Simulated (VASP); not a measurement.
# BaTiO3 in VASP: notebook, part 2 of 2

VASP 6.6.1. The steps go on from the part before.

## Step 4: Single point, PBE (z stretched by +1 %, then relaxed in part)

INCAR

```
PREC = Accurate ; ENCUT = 910
EDIFF = 1E-6 ; ISMEAR = -1
SIGMA = 0.02 ; LREAL = False
LASPH = True ; NELM = 120
ALGO = Normal ; ISIF = 2
LWAVE = False ; LCHARG = False
GGA = PE ; NBANDS = 28
GGA_COMPAT = False
```

KPOINTS

```
Automatic mesh
0
Gamma
  8 8 8
```

POSCAR

```
BaTiO3
1.0
    4.0060000000      0.0000000000      0.0000000000
    0.0000000000      4.0060000000      0.0000000000
    0.0000000000      0.0000000000      4.0460600000
Ba Ti O
1 1 3
Direct
    0.5000000000      0.5000000000      0.5000000000
    0.0000000000      0.0000000000      0.0000000000
    0.5000000000      0.0000000000      0.0000000000
    0.0000000000      0.5000000000      0.0000000000
    0.0000000000      0.0000000000      0.5000000000
```

Potentials or basis: VASP PAW PBE potentials, release 64 (Ba_sv, Ti_sv, O_h).

Command:

```
$ cat potpaw_PBE.64/Ba_sv/POTCAR potpaw_PBE.64/Ti_sv/POTCAR potpaw_PBE.64/O_h/POTCAR > POTCAR
$ mpirun -np 1 vasp_std > vasp.out
```

OUTCAR:

```text
PREC = Accurate
   ENCUT = 910
   EDIFF = 1E-6
   ISMEAR = -1
   LREAL = False
   LASPH = True
   NELM = 120
   ISIF = 2
   GGA = PE

 ion  position               nearest neighbor table
   1  0.500  0.500  0.500-   5 2.83   5 2.83   5 2.83   5 2.83   4 2.85   3 2.85   4 2.85   3 2.85
                             4 2.85   3 2.85   4 2.85   3 2.85   2 3.48   2 3.48   2 3.48   2 3.48
   2  0.000  0.000  0.000-   3 2.00   4 2.00   4 2.00   3 2.00   5 2.02   5 2.02   1 3.48   1 3.48
                             1 3.48   1 3.48   1 3.48   1 3.48   1 3.48   1 3.48
   3  0.500  0.000  0.000-   2 2.00   2 2.00   1 2.85   1 2.85   1 2.85   1 2.85
   4  0.000  0.500  0.000-   2 2.00   2 2.00   1 2.85   1 2.85   1 2.85   1 2.85
   5  0.000  0.000  0.500-   2 2.02   2 2.02   1 2.83   1 2.83   1 2.83   1 2.83

  LATTYP: Found a simple tetragonal cell.
 ALAT       =     4.0060000000
 C/A-ratio  =     1.0100000000

  Lattice vectors:

 A1 = (   4.0060000000,   0.0000000000,   0.0000000000)
 A2 = (   0.0000000000,   4.0060000000,   0.0000000000)
 A3 = (   0.0000000000,   0.0000000000,   4.0460600000)

Analysis of symmetry for initial positions (statically):
=====================================================================
 Subroutine PRICEL returns:
 Original cell was already a primitive cell.

 Routine SETGRP: Setting up the symmetry group for a
 simple tetragonal supercell.

 Subroutine GETGRP returns: Found 16 space group operations
 (whereof 16 operations were pure point group operations)
 out of a pool of 16 trial point group operations.

The static configuration has the point symmetry D_4h.

Analysis of symmetry for dynamics (positions and initial velocities):
=====================================================================
 Subroutine PRICEL returns:
 Original cell was already a primitive cell.

 Routine SETGRP: Setting up the symmetry group for a
 simple tetragonal supercell.

 Subroutine GETGRP returns: Found 16 space group operations
 (whereof 16 operations were pure point group operations)
 out of a pool of 16 trial point group operations.

The dynamic configuration has the point symmetry D_4h.

 Subroutine INISYM returns: Found 16 space group operations
 (whereof 16 operations are pure point group operations),
 and found     1 'primitive' translations

----------------------------------------------------------------------------------------

                                     Primitive cell

  volume of cell :      64.9313

  direct lattice vectors                    reciprocal lattice vectors
     4.006000000  0.000000000  0.000000000     0.249625562  0.000000000  0.000000000
     0.000000000  4.006000000  0.000000000     0.000000000  0.249625562  0.000000000
     0.000000000  0.000000000  4.046060000     0.000000000  0.000000000  0.247154021

  length of vectors
     4.006000000  4.006000000  4.046060000     0.249625562  0.249625562  0.247154021

  position of ions in fractional coordinates (direct lattice)
     0.500000000  0.500000000  0.500000000
     0.000000000  0.000000000  0.000000000
     0.500000000  0.000000000  0.000000000
     0.000000000  0.500000000  0.000000000
     0.000000000  0.000000000  0.500000000

  ion indices of the primitive-cell ions
   primitive index   ion index
                 1           1
                 2           2
                 3           3
[... 23 lines left out ...]

 Subroutine IBZKPT returns following result:
 ===========================================

 Found     75 irreducible k-points:

 Following reciprocal coordinates:
            Coordinates               Weight
  0.000000  0.000000  0.000000      1.000000
  0.125000  0.000000  0.000000      4.000000
  0.250000  0.000000  0.000000      4.000000
  0.375000  0.000000  0.000000      4.000000
  0.500000  0.000000  0.000000      2.000000
  0.125000  0.125000  0.000000      4.000000
[... 16 lines left out ...]
  0.375000  0.125000  0.125000     16.000000
  0.500000  0.125000  0.125000      8.000000
 [... further k-points ...]
   k-points           NKPTS =     75   k-points in BZ     NKDIM =     75   number of bands    NBANDS=     28
   number of dos      NEDOS =    301   number of ions     NIONS =      5
   total plane-waves  NPLWV =  64000
   dimension x,y,z NGX =    40 NGY =   40 NGZ =   40
   dimension x,y,z NGXF=    80 NGYF=   80 NGZF=   80
   ions per type =               1   1   3
   NGX,Y,Z   is equivalent  to a cutoff of  16.60, 16.60, 16.44 a.u.
   NGXF,Y,Z  is equivalent  to a cutoff of  33.20, 33.20, 32.87 a.u.
 SYSTEM =  unknown system
   PREC   = accura    normal or accurate (medium, high low for compatibility)
   ISTART =      0    job   : 0-new  1-cont  2-samecut
   ICHARG =      2    charge: 1-file 2-atom 10-const
   ISPIN  =      1    spin polarized calculation?
   LNONCOLLINEAR =      F non collinear calculations
   LSORBIT =      F    spin-orbit coupling
   LASPH  =      T    aspherical Exc in radial PAW
   ENCUT  =  910.0 eV  66.88 Ry    8.18 a.u.   9.85  9.85  9.95*2*pi/ulx,y,z
   NELM   =    120;   NELMIN=  2; NELMDL= -5     # of ELM steps
   EDIFF  = 0.1E-05   stopping-criterion for ELM
   LREAL  =      F    real-space projection
   EDIFFG = 0.1E-04   stopping-criterion for IOM
   NSW    =      0    number of steps for IOM
   IBRION =     -1    ionic relax: 0-MD 1-quasi-New 2-CG
   NFREE  =      0    steps in history (QN), initial steepest desc. (CG)
   ISIF   =      2    stress and relaxation
   ISYM   =      2    0-nonsym 1-usesym 2-fastsym
   POTIM  = 0.5000    time-step for ionic-motion
   TEBEG  =    0.0;   TEEND  =   0.0 temperature during run
   PSTRESS=    0.0 pullay stress
   NELECT =      40.0000    total number of electrons
   NUPDOWN=      -1.0000    fix difference up-down
   EMIN   =  10.00;   EMAX   =-10.00  energy-range for DOS
   EFERMI =   0.00;   METHOD = LEGACY
   ISMEAR =    -1;   SIGMA  =   0.02  broadening in eV -4-tet -1-fermi 0-gaus
   EFERMI_NEDOS =   21; number of points for ismear=-14 and -15
   IALGO  =     38    algorithm
   IMIX   =      4    mixing-type and parameters
     AMIX     =   0.40;   BMIX     =  1.00
     AMIX_MAG =   1.60;   BMIX_MAG =  1.00
  volume/ion in A,a.u.               =      12.99        87.64
  Fermi-wavevector in a.u.,A,eV,Ry     =   1.392975  2.632342 26.400476  1.940380
  Thomas-Fermi vector in A             =   2.516666
   LORBIT       =      0    0 simple, 1 ext, 2 COOP (PROOUT), +10 PAW based schemes
   GGA     = PE    functional components
   LHFCALC =     F    Hartree Fock is set to
   AEXX    =    0.0000 exact exchange contribution
   IVDW    =     0    specifies the selected vdW correction
   LEPSILON=     F    determine dielectric tensor
   LRPA    =     F    only Hartree local field effects (RPA)
 non-spin polarized calculation
  energy-cutoff  :      910.00
  volume of cell :       64.93
 maximum number of plane-waves:      4076
 NGX is ok and might be reduce to    40
   NGX = 19   NGY = 19   NGZ = 19

 number of electron      40.0000007 magnetization

 Free energy of the ion-electron system (eV)
  ---------------------------------------------------
  ext. energy  EPLUGINS =         0.00000000
  ---------------------------------------------------
  free energy    TOTEN  =       -40.00306471 eV

  energy without entropy =      -40.00306471  energy(sigma->0) =      -40.00306471

 E-fermi :   4.5452     XC(G=0): -11.1975

 val. band max:        4.1026464031   @ k =   0.5000   0.5000   0.5000
 cond. band min:       5.8072373262   @ k =   0.0000   0.0000   0.0000
 fundamental gap:      1.7045909231
 Fermi energy:         4.5451985107

 k-point     1 :       0.0000    0.0000    0.0000
  band No.  band energies     occupation
      1     -52.5987      2.00000
      2     -28.8037      2.00000
      3     -28.8037      2.00000
      4     -28.8010      2.00000
      5     -20.7495      2.00000
      6     -12.7753      2.00000
[... 733 lines left out ...]
     27      11.9585      0.00000
     28      12.8040      0.00000

 [... further k-points ...]
[... 5 lines left out ...]
  --------------------------------------------------------------------------------------
  -------------------------------------------------------------------------------------
  Total        0.8112564      0.8112564      0.0731255      0.0000000      0.0000000      0.0000000
  in kB       20.0177150     20.0177150      1.8043673      0.0000000      0.0000000      0.0000000
  external PRESSURE =      13.9465991 kB  Pullay stress =       0.0000000 kB

 VOLUME and BASIS-vectors are now :
 -----------------------------------------------------------------------------
  energy-cutoff  :      910.00
  volume of cell :       64.93
      direct lattice vectors                 reciprocal lattice vectors
     4.006000000  0.000000000  0.000000000     0.249625562  0.000000000  0.000000000
     0.000000000  4.006000000  0.000000000     0.000000000  0.249625562  0.000000000
     0.000000000  0.000000000  4.046060000     0.000000000  0.000000000  0.247154021

 POSITION                                       TOTAL-FORCE (eV/Angst)
 -----------------------------------------------------------------------------------
      2.00300      2.00300      2.02303         0.000000      0.000000      0.000000
      0.00000      0.00000      0.00000         0.000000      0.000000      0.000000
      2.00300      0.00000      0.00000         0.000000      0.000000      0.000000
      0.00000      2.00300      0.00000         0.000000      0.000000      0.000000
      0.00000      0.00000      2.02303         0.000000      0.000000      0.000000
 -----------------------------------------------------------------------------------
    total drift:                                0.000000      0.000000     -0.000000

  FREE ENERGIE OF THE ION-ELECTRON SYSTEM (eV)
  ---------------------------------------------------
  free  energy   TOTEN  =       -40.0030647093 eV

  energy  without entropy=      -40.0030647093  energy(sigma->0) =      -40.00306471
```

OSZICAR:

```text
N       E                     dE             d eps       ncg     rms          rms(c)
DAV:   1     0.583720674802E+03    0.58372E+03   -0.28062E+04  4200   0.231E+03
DAV:   2     0.555144453022E+02   -0.52821E+03   -0.50339E+03  4456   0.527E+02
DAV:   3    -0.449368150882E+02   -0.10045E+03   -0.94526E+02  5748   0.190E+02
DAV:   4    -0.507969002790E+02   -0.58601E+01   -0.58325E+01  5472   0.466E+01
DAV:   5    -0.510109793157E+02   -0.21408E+00   -0.21389E+00  6288   0.840E+00    0.229E+01
DAV:   6    -0.401396226839E+02    0.10871E+02   -0.56912E+01  6232   0.649E+01    0.991E+00
DAV:   7    -0.401702373824E+02   -0.30615E-01   -0.10529E+01  5852   0.225E+01    0.657E+00
DAV:   8    -0.400095460417E+02    0.16069E+00   -0.68323E-01  5144   0.679E+00    0.371E+00
DAV:   9    -0.400327207923E+02   -0.23175E-01   -0.42890E-01  6176   0.595E+00    0.166E+00
DAV:  10    -0.400098804305E+02    0.22840E-01   -0.18284E-01  5100   0.422E+00    0.742E-01
DAV:  11    -0.400035314884E+02    0.63489E-02   -0.29031E-02  5432   0.105E+00    0.277E-01
DAV:  12    -0.400032538544E+02    0.27763E-03   -0.56489E-03  5136   0.731E-01    0.117E-01
DAV:  13    -0.400030967649E+02    0.15709E-03   -0.58089E-04  5248   0.254E-01    0.559E-02
DAV:  14    -0.400030643312E+02    0.32434E-04   -0.73485E-05  6388   0.809E-02    0.127E-02
DAV:  15    -0.400030644763E+02   -0.14502E-06   -0.15105E-05  6056   0.334E-02    0.377E-03
DAV:  16    -0.400030647093E+02   -0.23305E-06   -0.15040E-06  3444   0.101E-02
   1 F= -.40003065E+02 E0= -.40003065E+02  d E =-.190833E-11
```

stdout:

```text
POSCAR found type information on POSCAR BaTiO
 POSCAR found :  3 types and       5 ions
 scaLAPACK will be used
 LDA part: xc-table for (Slater+PW92), standard interpolation
 POSCAR, INCAR and KPOINTS ok, starting setup
 FFT: planning ... GRIDC
 FFT: planning ... GRID_SOFT
 FFT: planning ... GRID
 WAVECAR not read
 entering main loop
```

Wall time 4.4 min (1 thread of Intel Xeon Platinum 8259CL at 2.50GHz (Skylake/Cascade Lake), shared host); peak memory 0.46 GiB.

What came out:

```
Free energy            : -40.0031 eV
Pressure               : 1.4 GPa
Band gap on the k mesh : 1.70 eV, indirect (least direct gap 1.87 eV)
```

Stress tensor (GPa, compression positive):
```
2.00 0.00 0.00
0.00 2.00 0.00
0.00 0.00 0.18
```

Levels at points of the mesh, in eV from the valence-band top:
```
           k point  band 18  band 19  band 20  band 21  band 22  band 23
(0.00, 0.00, 0.00)    -0.18    -0.16    -0.16     1.70     1.70     1.72
(0.50, 0.00, 0.00)    -1.86    -0.73    -0.72     1.86     3.44     3.44
(0.50, 0.50, 0.00)    -0.84    -0.84    -0.08     3.44     3.44     3.86
(0.00, 0.00, 0.50)    -1.75    -0.72    -0.72     1.87     3.36     3.36
(0.50, 0.00, 0.50)    -0.92    -0.92    -0.11     3.36     3.45     3.81
(0.50, 0.50, 0.50)    -0.02    -0.02     0.00     4.05     4.05     4.10
```

Caveat: the cell differs from its parent crystal (z stretched by +1 %, then relaxed in part); the cutoff is under 1.25 times the usual one of these potentials, so pressure, stress and relaxed cells hold a basis-set (Pulay) error; spin-orbit coupling is left out, which moves the levels of the heavy elements. A k mesh can miss the band edges.

## Step 5: Relaxation of the atoms, PBE (z stretched by +1 %)

INCAR

```
PREC     = Accurate       # precision mode
ENCUT    = 520            # plane-wave cutoff, eV
EDIFF    = 1E-6           # SCF threshold, eV
ISMEAR   = -1             # smearing method
SIGMA    = 0.02           # smearing width, eV
LREAL    = False          # projectors in reciprocal space
LASPH    = True           # aspherical terms in the spheres
NELM     = 100            # most SCF steps
ALGO     = Normal         # electronic algorithm
ISIF     = 2              # what is computed and relaxed
LWAVE    = False          # write WAVECAR
LCHARG   = False          # write CHGCAR
GGA      = PE             # functional
IBRION   = 2              # ionic algorithm
NSW      = 80             # ionic steps
EDIFFG   = -0.02          # ionic threshold
```

KPOINTS is that of step 4.

POSCAR is that of step 4.

Potentials or basis: VASP PAW PBE potentials, release 64 (Ba_sv, Ti_sv, O).

Command:

```
$ cat potpaw_PBE.64/Ba_sv/POTCAR potpaw_PBE.64/Ti_sv/POTCAR potpaw_PBE.64/O/POTCAR > POTCAR
$ mpirun -np 1 vasp_std > vasp.out
```

Run time: 2.3 min. Hardware: 1 thread of Oxide Virtual Turin-like, shared host; peak memory 0.22 GiB.

The run converged. Its results:

```yaml
Free_energy: -39.9793 eV
Pressure_after_relaxing: 1.7 GPa
Band_gap_on_the_k_mesh: 1.70 eV, indirect (least direct gap 1.87 eV)
```

Stress tensor (GPa, compression positive):
```
2.33 0.00 0.00
0.00 2.33 0.00
0.00 0.00 0.51
```

Final structure:
```
CELL_PARAMETERS angstrom
4.00600 0.00000 0.00000
0.00000 4.00600 0.00000
0.00000 0.00000 4.04606
ATOMIC_POSITIONS crystal
Ba 0.50000 0.50000 0.50000
Ti 0.00000 0.00000 0.00000
O 0.50000 0.00000 0.00000
O 0.00000 0.50000 0.00000
O 0.00000 0.00000 0.50000
```

Levels at points of the mesh, in eV from the valence-band top:
| k point | band 17 | band 18 | band 19 | band 20 | band 21 | band 22 | band 23 | band 24 |
| --- | --- | --- | --- | --- | --- | --- | --- | --- |
| (0.00, 0.00, 0.00) | -1.07 | -0.18 | -0.17 | -0.17 | 1.70 | 1.70 | 1.72 | 3.80 |
| (0.50, 0.00, 0.00) | -1.86 | -1.86 | -0.74 | -0.72 | 1.86 | 3.43 | 3.44 | 3.79 |
| (0.50, 0.50, 0.00) | -1.73 | -0.84 | -0.84 | -0.08 | 3.44 | 3.44 | 3.86 | 4.58 |
| (0.00, 0.00, 0.50) | -1.75 | -1.75 | -0.72 | -0.72 | 1.86 | 3.35 | 3.35 | 3.85 |
| (0.50, 0.00, 0.50) | -1.74 | -0.92 | -0.92 | -0.11 | 3.36 | 3.44 | 3.81 | 4.67 |
| (0.50, 0.50, 0.50) | -2.39 | -0.02 | -0.02 | 0.00 | 4.05 | 4.05 | 4.10 | 6.64 |

Caveat: the cell differs from its parent crystal (z stretched by +1 %); the relaxation stopped at its first step, so nothing moved; spin-orbit coupling is left out, which moves the levels of the heavy elements.

## Step 6: Relaxation of the atoms, PBE (z stretched by +3 %)

INCAR

```
PREC = Accurate
ENCUT = 520
EDIFF = 1E-6
ISMEAR = -1
SIGMA = 0.02
LREAL = F
LASPH = T
NELM = 80
ALGO = Normal
ISIF = 2
LWAVE = F
LCHARG = F
GGA = PE
IBRION = 2
NSW = 80
EDIFFG = -0.02
```

KPOINTS

```
regular mesh
0
Gamma
  8 8 8
```

Changes to POSCAR since step 5:

```diff
@@ -4,3 +4,3 @@
     0.0000000000      4.0060000000      0.0000000000
-    0.0000000000      0.0000000000      4.0460600000
+    0.0000000000      0.0000000000      4.1261800000
 Ba Ti O
```

Potentials or basis: VASP PAW PBE potentials, release 64 (Ba_sv, Ti_sv, O).

Command:

```
$ cat potpaw_PBE.64/Ba_sv/POTCAR potpaw_PBE.64/Ti_sv/POTCAR potpaw_PBE.64/O/POTCAR > POTCAR
$ mpirun -np 1 vasp_std > vasp.out
```

Wall time 2.6 min (1 thread of Oxide Virtual Turin-like, shared host); peak memory 0.23 GiB.

It converged, with:

```
Free energy             : -39.9641 eV
Pressure after relaxing : -1.3 GPa
Band gap on the k mesh  : 1.63 eV, indirect (least direct gap 1.83 eV)
```

Stress tensor (GPa, compression positive):
```
 0.31  0.00  0.00
 0.00  0.31  0.00
 0.00  0.00 -4.49
```

Final structure:
```yaml
crystal:
  lattice:
    - [4.00600, 0.00000, 0.00000]
    - [0.00000, 4.00600, 0.00000]
    - [0.00000, 0.00000, 4.12618]
  atoms:
    - { symbol: Ba, position: [0.50000, 0.50000, 0.50000] }
    - { symbol: Ti, position: [0.00000, 0.00000, 0.00000] }
    - { symbol: O, position: [0.50000, 0.00000, 0.00000] }
    - { symbol: O, position: [0.00000, 0.50000, 0.00000] }
    - { symbol: O, position: [0.00000, 0.00000, 0.50000] }
```

Levels at points of the mesh, in eV from the valence-band top:
| k point | band 17 | band 18 | band 19 | band 20 | band 21 | band 22 | band 23 | band 24 |
| --- | --- | --- | --- | --- | --- | --- | --- | --- |
| (0.00, 0.00, 0.00) | -1.04 | -0.23 | -0.20 | -0.20 | 1.63 | 1.63 | 1.68 | 3.55 |
| (0.50, 0.00, 0.00) | -1.93 | -1.85 | -0.78 | -0.74 | 1.78 | 3.36 | 3.38 | 3.59 |
| (0.50, 0.50, 0.00) | -1.75 | -0.77 | -0.77 | -0.07 | 3.37 | 3.37 | 3.80 | 4.28 |
| (0.00, 0.00, 0.50) | -1.62 | -1.62 | -0.73 | -0.73 | 1.80 | 3.14 | 3.14 | 3.76 |
| (0.50, 0.00, 0.50) | -1.78 | -1.02 | -1.00 | -0.16 | 3.14 | 3.38 | 3.66 | 4.55 |
| (0.50, 0.50, 0.50) | -2.38 | -0.05 | -0.05 | 0.00 | 3.89 | 3.89 | 4.02 | 6.48 |

Caveat: the cell differs from its parent crystal (z stretched by +3 %); the relaxation stopped at its first step, so nothing moved; spin-orbit coupling is left out, which moves the levels of the heavy elements. A k mesh can miss the band edges.

## Step 7: The runs side by side

| task | potentials or basis | cell | cutoff (eV) | second run | gap on the mesh (eV) | pressure (GPa) |
| --- | --- | --- | --- | --- | --- | --- |
| relaxation of the atoms | VASP PAW PBE potentials, release 64 (Ba_sv, Ti_sv, O) | atoms relaxed from a = 4.006 Å, 5 atoms | 520 | - | 1.74 | 3.4 |
| relaxation of the atoms | VASP PAW PBE potentials, release 64 (Ba_sv, Ti_sv, O) | atoms relaxed from a = 4.006, b = 4.006, c = 3.926 Å, 5 atoms | 520 | - | 1.74 | 7.3 |
| single point | VASP PAW PBE potentials, release 64 (Ba_sv, Ti_sv, O_h) | a = 4.006, b = 4.006, c = 4.046 Å, 5 atoms | 910 | hard_potentials | 1.70 | 1.4 |
| relaxation of the atoms | VASP PAW PBE potentials, release 64 (Ba_sv, Ti_sv, O) | atoms relaxed from a = 4.006, b = 4.006, c = 4.046 Å, 5 atoms | 520 | - | 1.70 | 1.7 |
| relaxation of the atoms | VASP PAW PBE potentials, release 64 (Ba_sv, Ti_sv, O) | atoms relaxed from a = 4.006, b = 4.006, c = 4.126 Å, 5 atoms | 520 | - | 1.63 | -1.3 |

Alike in all rows: level PBE; no spin polarisation; k mesh 8 × 8 × 8; smearing fermi-dirac 0.02 eV.

Caveats: spin-orbit coupling is left out, which moves the levels of the heavy elements; the relaxation stopped at its first step, so nothing moved (some runs); the cutoff is under 1.25 times the usual one of these potentials, so pressure, stress and relaxed cells hold a basis-set (Pulay) error (some runs).

Absolute energies hang on the potentials; compare differences alone.
